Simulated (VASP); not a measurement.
# Na4H (Pm-3m) in VASP: notebook

Runs on Na4H. Level: PBE. Tasks: single point, relaxation of cell and atoms.

Everything below comes from runs of VASP 6.6.1. Logs are shortened: lines on timing, memory, paths and dates and some standing lists are left out, and cuts for length are marked.

## 1. The cell of the first run

The structure is cubic, space group Pm-3m (No. 221). The conventional cell has a = 5.101 Å, b = 5.101 Å, c = 5.101 Å, α = 90.00°, β = 90.00°, γ = 90.00°. Within 3.4 Å of Na (site symmetry 4/mmm) lie 2 H at 2.55 Å. Na (site symmetry m-3m) has 12 Na at 3.61 Å and 8 H at 4.42 Å within 4.7 Å. Within 3.4 Å of H (site symmetry m-3m) lie 6 Na at 2.55 Å.

## 2. Single point, PBE

File INCAR:

```
PREC = Accurate ; ENCUT = 520
EDIFF = 1E-6 ; ISMEAR = 0
SIGMA = 0.1 ; LREAL = F
LASPH = T ; NELM = 60
ALGO = Normal ; ISIF = 2
LWAVE = F ; LCHARG = F
GGA = PE ; NBANDS = 22
```

File KPOINTS:

```
regular mesh
0
Gamma
  4 4 4
```

File POSCAR:

```
Na4H
1.0
    5.1009685023      0.0000000000      0.0000000000
    0.0000000000      5.1009685023      0.0000000000
    0.0000000000      0.0000000000      5.1009685023
Na H
4 1
Direct
    0.5000000000      0.0000000000      0.0000000000
    0.0000000000      0.5000000000      0.0000000000
    0.0000000000      0.0000000000      0.5000000000
    0.5000000000      0.5000000000      0.5000000000
    0.0000000000      0.0000000000      0.0000000000
```

Potentials or basis: VASP PAW PBE potentials, release 64 (Na_pv, H).

Command:

```sh
> cat potpaw_PBE.64/Na_pv/POTCAR potpaw_PBE.64/H/POTCAR > POTCAR
> mpirun -np 1 vasp_std > vasp.out
```

OUTCAR:

```text
PREC = Accurate
   ENCUT = 520
   EDIFF = 1E-6
   ISMEAR = 0
   LREAL = F
   LASPH = T
   NELM = 60
   ISIF = 2
   GGA = PE

 ion  position               nearest neighbor table
   1  0.500  0.000  0.000-
   2  0.000  0.500  0.000-
   3  0.000  0.000  0.500-
   4  0.500  0.500  0.500-
   5  0.000  0.000  0.000-

  LATTYP: Found a simple cubic cell.
 ALAT       =     5.1009685023

  Lattice vectors:

 A1 = (   5.1009685023,   0.0000000000,   0.0000000000)
 A2 = (   0.0000000000,   5.1009685023,   0.0000000000)
 A3 = (   0.0000000000,   0.0000000000,   5.1009685023)

Analysis of symmetry for initial positions (statically):
=====================================================================
 Subroutine PRICEL returns:
 Original cell was already a primitive cell.

 Routine SETGRP: Setting up the symmetry group for a
 simple cubic supercell.

 Subroutine GETGRP returns: Found 48 space group operations
 (whereof 48 operations were pure point group operations)
 out of a pool of 48 trial point group operations.

The static configuration has the point symmetry O_h .

Analysis of symmetry for dynamics (positions and initial velocities):
=====================================================================
 Subroutine PRICEL returns:
 Original cell was already a primitive cell.

 Routine SETGRP: Setting up the symmetry group for a
 simple cubic supercell.

 Subroutine GETGRP returns: Found 48 space group operations
 (whereof 48 operations were pure point group operations)
 out of a pool of 48 trial point group operations.

The dynamic configuration has the point symmetry O_h .

 Subroutine INISYM returns: Found 48 space group operations
 (whereof 48 operations are pure point group operations),
 and found     1 'primitive' translations

----------------------------------------------------------------------------------------

                                     Primitive cell

  volume of cell :     132.7266

  direct lattice vectors                    reciprocal lattice vectors
     5.100968502  0.000000000  0.000000000     0.196041203  0.000000000  0.000000000
     0.000000000  5.100968502  0.000000000     0.000000000  0.196041203  0.000000000
     0.000000000  0.000000000  5.100968502     0.000000000  0.000000000  0.196041203

  length of vectors
     5.100968502  5.100968502  5.100968502     0.196041203  0.196041203  0.196041203

  position of ions in fractional coordinates (direct lattice)
     0.500000000  0.000000000  0.000000000
     0.000000000  0.500000000  0.000000000
     0.000000000  0.000000000  0.500000000
     0.500000000  0.500000000  0.500000000
     0.000000000  0.000000000  0.000000000

  ion indices of the primitive-cell ions
   primitive index   ion index
                 1           1
                 2           2
                 3           3
                 4           4
                 5           5

----------------------------------------------------------------------------------------

 KPOINTS: regular mesh

Automatic generation of k-mesh.
 Grid dimensions read from file:
 generate k-points for:    4    4    4

 Generating k-lattice:

  Cartesian coordinates                     Fractional coordinates (reciprocal lattice)
     0.049010301  0.000000000  0.000000000     0.250000000  0.000000000  0.000000000
     0.000000000  0.049010301  0.000000000     0.000000000  0.250000000  0.000000000
     0.000000000  0.000000000  0.049010301     0.000000000  0.000000000  0.250000000

  Length of vectors
     0.049010301  0.049010301  0.049010301

  Shift w.r.t. Gamma in fractional coordinates (k-lattice)
     0.000000000  0.000000000  0.000000000

 Subroutine IBZKPT returns following result:
 ===========================================

 Found     10 irreducible k-points:

 Following reciprocal coordinates:
            Coordinates               Weight
  0.000000  0.000000  0.000000      1.000000
  0.250000  0.000000  0.000000      6.000000
  0.500000  0.000000  0.000000      3.000000
  0.250000  0.250000  0.000000     12.000000
  0.500000  0.250000  0.000000     12.000000
  0.500000  0.500000  0.000000      3.000000
  0.250000  0.250000  0.250000      8.000000
  0.500000  0.250000  0.250000     12.000000
  0.500000  0.500000  0.250000      6.000000
  0.500000  0.500000  0.500000      1.000000
   k-points           NKPTS =     10   k-points in BZ     NKDIM =     10   number of bands    NBANDS=     22
   number of dos      NEDOS =    301   number of ions     NIONS =      5
   total plane-waves  NPLWV =  64000
   dimension x,y,z NGX =    40 NGY =   40 NGZ =   40
   dimension x,y,z NGXF=    80 NGYF=   80 NGZF=   80
   ions per type =               4   1
   NGX,Y,Z   is equivalent  to a cutoff of  13.04, 13.04, 13.04 a.u.
   NGXF,Y,Z  is equivalent  to a cutoff of  26.07, 26.07, 26.07 a.u.
 SYSTEM =  unknown system
   PREC   = accura    normal or accurate (medium, high low for compatibility)
   ISTART =      0    job   : 0-new  1-cont  2-samecut
   ICHARG =      2    charge: 1-file 2-atom 10-const
   ISPIN  =      1    spin polarized calculation?
   LNONCOLLINEAR =      F non collinear calculations
   LSORBIT =      F    spin-orbit coupling
   LASPH  =      T    aspherical Exc in radial PAW
   ENCUT  =  520.0 eV  38.22 Ry    6.18 a.u.   9.48  9.48  9.48*2*pi/ulx,y,z
   NELM   =     60;   NELMIN=  2; NELMDL= -5     # of ELM steps
   EDIFF  = 0.1E-05   stopping-criterion for ELM
   LREAL  =      F    real-space projection
   EDIFFG = 0.1E-04   stopping-criterion for IOM
   NSW    =      0    number of steps for IOM
   IBRION =     -1    ionic relax: 0-MD 1-quasi-New 2-CG
   NFREE  =      0    steps in history (QN), initial steepest desc. (CG)
   ISIF   =      2    stress and relaxation
   ISYM   =      2    0-nonsym 1-usesym 2-fastsym
   POTIM  = 0.5000    time-step for ionic-motion
   TEBEG  =    0.0;   TEEND  =   0.0 temperature during run
   PSTRESS=    0.0 pullay stress
   NELECT =      29.0000    total number of electrons
   NUPDOWN=      -1.0000    fix difference up-down
   EMIN   =  10.00;   EMAX   =-10.00  energy-range for DOS
   EFERMI =   0.00;   METHOD = LEGACY
   ISMEAR =     0;   SIGMA  =   0.10  broadening in eV -4-tet -1-fermi 0-gaus
   EFERMI_NEDOS =   21; number of points for ismear=-14 and -15
   IALGO  =     38    algorithm
   IMIX   =      4    mixing-type and parameters
     AMIX     =   0.40;   BMIX     =  1.00
     AMIX_MAG =   1.60;   BMIX_MAG =  1.00
  volume/ion in A,a.u.               =      26.55       179.14
  Fermi-wavevector in a.u.,A,eV,Ry     =   0.986026  1.863318 13.228216  0.972246
  Thomas-Fermi vector in A             =   2.117376
   LORBIT       =      0    0 simple, 1 ext, 2 COOP (PROOUT), +10 PAW based schemes
   GGA     = PE    functional components
   LHFCALC =     F    Hartree Fock is set to
   AEXX    =    0.0000 exact exchange contribution
   IVDW    =     0    specifies the selected vdW correction
   LEPSILON=     F    determine dielectric tensor
   LRPA    =     F    only Hartree local field effects (RPA)
 non-spin polarized calculation
 Gauss-broadening in eV      SIGMA  =   0.10
  energy-cutoff  :      520.00
  volume of cell :      132.73
 maximum number of plane-waves:      3585
 NGX is ok and might be reduce to    40
   NGX = 19   NGY = 19   NGZ = 19

 number of electron      28.9999999 magnetization

 Free energy of the ion-electron system (eV)
  ---------------------------------------------------
  ext. energy  EPLUGINS =         0.00000000
  ---------------------------------------------------
  free energy    TOTEN  =        -8.38566971 eV

  energy without entropy =       -8.36360792  energy(sigma->0) =       -8.37463881

 E-fermi :   0.6592     XC(G=0):  -6.9285

 val. band max:        0.6418332019   @ k =   0.5000   0.2500   0.2500
 cond. band min:       0.7966323451   @ k =   0.2500   0.2500   0.0000
 fundamental gap:      0.1547991432
 Fermi energy:         0.6592173242

 k-point     1 :       0.0000    0.0000    0.0000
  band No.  band energies     occupation
      1     -24.1833      2.00000
      2     -24.1833      2.00000
      3     -24.1833      2.00000
      4     -24.1706      2.00000
      5     -24.1706      2.00000
      6     -24.1706      2.00000
[... 14 lines left out ...]
     21       7.3749      0.00000
     22       7.3749      0.00000

 k-point     2 :       0.2500    0.0000    0.0000
  band No.  band energies     occupation
      1     -24.1807      2.00000
      2     -24.1807      2.00000
      3     -24.1803      2.00000
      4     -24.1716      2.00000
      5     -24.1716      2.00000
      6     -24.1709      2.00000
[... 14 lines left out ...]
     21       5.4861      0.00000
     22       6.5696      0.00000

 k-point     3 :       0.5000    0.0000    0.0000
  band No.  band energies     occupation
      1     -24.1768      2.00000
      2     -24.1763      2.00000
      3     -24.1763      2.00000
      4     -24.1744      2.00000
      5     -24.1744      2.00000
      6     -24.1711      2.00000
[... 14 lines left out ...]
     21       5.7551      0.00000
     22       5.9191      0.00000
[... 126 lines left out ...]
 k-point     9 :       0.5000    0.5000    0.2500
  band No.  band energies     occupation
      1     -24.1900      2.00000
      2     -24.1862      2.00000
      3     -24.1862      2.00000
      4     -24.1633      2.00000
      5     -24.1633      2.00000
      6     -24.1591      2.00000
[... 14 lines left out ...]
     21       6.6019      0.00000
     22       8.6251      0.00000

 k-point    10 :       0.5000    0.5000    0.5000
  band No.  band energies     occupation
      1     -24.1913      2.00000
      2     -24.1913      2.00000
      3     -24.1913      2.00000
      4     -24.1591      2.00000
      5     -24.1591      2.00000
      6     -24.1591      2.00000
[... 14 lines left out ...]
     21       7.7853      0.00000
     22      10.9004      0.00000

------------------------ aborting loop because EDIFF is reached ----------------------------------------

  FORCE on cell =-STRESS in cart. coord.  units (eV):
  Direction    XX          YY          ZZ          XY          YZ          ZX
  --------------------------------------------------------------------------------------
  -------------------------------------------------------------------------------------
  Total        0.2757624      0.2757624      0.2757624     -0.0000000     -0.0000000     -0.0000000
  in kB        3.3287994      3.3287994      3.3287994     -0.0000000     -0.0000000     -0.0000000
  external PRESSURE =       3.3287994 kB  Pullay stress =       0.0000000 kB

 VOLUME and BASIS-vectors are now :
 -----------------------------------------------------------------------------
  energy-cutoff  :      520.00
  volume of cell :      132.73
      direct lattice vectors                 reciprocal lattice vectors
     5.100968502  0.000000000  0.000000000     0.196041203  0.000000000  0.000000000
     0.000000000  5.100968502  0.000000000     0.000000000  0.196041203  0.000000000
     0.000000000  0.000000000  5.100968502     0.000000000  0.000000000  0.196041203

 POSITION                                       TOTAL-FORCE (eV/Angst)
 -----------------------------------------------------------------------------------
      2.55048      0.00000      0.00000         0.000000      0.000000      0.000000
      0.00000      2.55048      0.00000         0.000000      0.000000      0.000000
      0.00000      0.00000      2.55048         0.000000      0.000000      0.000000
      2.55048      2.55048      2.55048         0.000000      0.000000      0.000000
      0.00000      0.00000      0.00000         0.000000      0.000000      0.000000
 -----------------------------------------------------------------------------------
    total drift:                               -0.000000      0.000000     -0.000000

  FREE ENERGIE OF THE ION-ELECTRON SYSTEM (eV)
  ---------------------------------------------------
  free  energy   TOTEN  =        -8.3856697073 eV

  energy  without entropy=       -8.3636079205  energy(sigma->0) =       -8.37463881
```

Wall time 34 s (1 thread of Intel Xeon 8259CL, shared host); peak memory 0.23 GiB.

Results:

```yaml
Free_energy: -8.3857 eV
Pressure: 0.3 GPa
```

## 3. Relaxation of cell and atoms, PBE

This run uses another cell than the first one, of 17.46 Å³/atom, 0.658 times its volume.

File INCAR:

```
SYSTEM = Na4H
PREC = Accurate
ENCUT = 600
EDIFF = 1E-7
ISMEAR = 0
SIGMA = 0.1
LREAL = .FALSE.
LASPH = .TRUE.
NELM = 100
ALGO = Normal
ISIF = 3
LWAVE = .FALSE.
LCHARG = .FALSE.
GGA = PE
IBRION = 2
NSW = 90
EDIFFG = -0.04
```

File KPOINTS:

```
Automatic mesh
0
G
  4 4 4
  0 0 0
```

POSCAR: that of step 2 with these lines changed.

```diff
@@ -2,5 +2,5 @@
 1.0
-    5.1009685023      0.0000000000      0.0000000000
-    0.0000000000      5.1009685023      0.0000000000
-    0.0000000000      0.0000000000      5.1009685023
+    4.4362014600      0.0000000000      0.0000000000
+    0.0000000000      4.4362014600      0.0000000000
+    0.0000000000      0.0000000000      4.4362014600
 Na H
```

Potentials or basis: VASP PAW PBE potentials, release 64 (Na_pv, H).

Command:

```sh
> cat potpaw_PBE.64/Na_pv/POTCAR potpaw_PBE.64/H/POTCAR > POTCAR
> mpirun -np 1 vasp_std > vasp.out
```

Wall time 79 s (1 thread of Intel Xeon 8259CL, shared host); peak memory 0.2 GiB.

It converged, with:

| Item | Value |
| --- | --- |
| Free energy | -8.3725 eV |
| Relaxed volume | 26.60 Å³/atom |
| Relaxed cell | a = 5.104 Å, b = 5.104 Å, c = 5.104 Å, α = 90.00°, β = 90.00°, γ = 90.00° |
| Space group after relaxing (to 0.05 Å) | Pm-3m (No. 221) |
| Energy gained by relaxing | 237.9 meV/atom |
| Ionic steps | 4 |
| Pressure after relaxing | 0.2 GPa |

The path:
```csv
step,energy change (eV),largest force (eV/Å),pressure (GPa),volume (Å³)
1,0.0000,0.0000,11.15,87.30
2,-0.7867,0.0000,5.02,103.58
3,-1.1562,0.0000,1.13,124.54
4,-1.1896,0.0000,0.19,132.99
```

Final structure:
```
CELL_PARAMETERS angstrom
5.10430 0.00000 0.00000
0.00000 5.10430 0.00000
0.00000 0.00000 5.10430
ATOMIC_POSITIONS crystal
Na 0.50000 0.00000 0.00000
Na 0.00000 0.50000 0.00000
Na 0.00000 0.00000 0.50000
Na 0.50000 0.50000 0.50000
H 0.00000 0.00000 0.00000
```

Levels at points of the mesh, in eV from the Fermi level:
```csv
k point,band 12,band 13,band 14,band 15,band 16,band 17
"(0.00, 0.00, 0.00)",-24.68,-4.45,-0.98,1.93,1.93,1.93
"(0.50, 0.00, 0.00)",-24.68,-3.81,-1.99,0.49,3.17,3.17
"(0.50, 0.50, 0.00)",-24.68,-3.40,-0.56,-0.56,-0.56,3.03
"(0.50, 0.50, 0.50)",-24.68,-3.11,0.62,0.62,0.62,1.11
```

Caveat: the volume moved by over 15 % at a fixed basis, so the end points are rough.
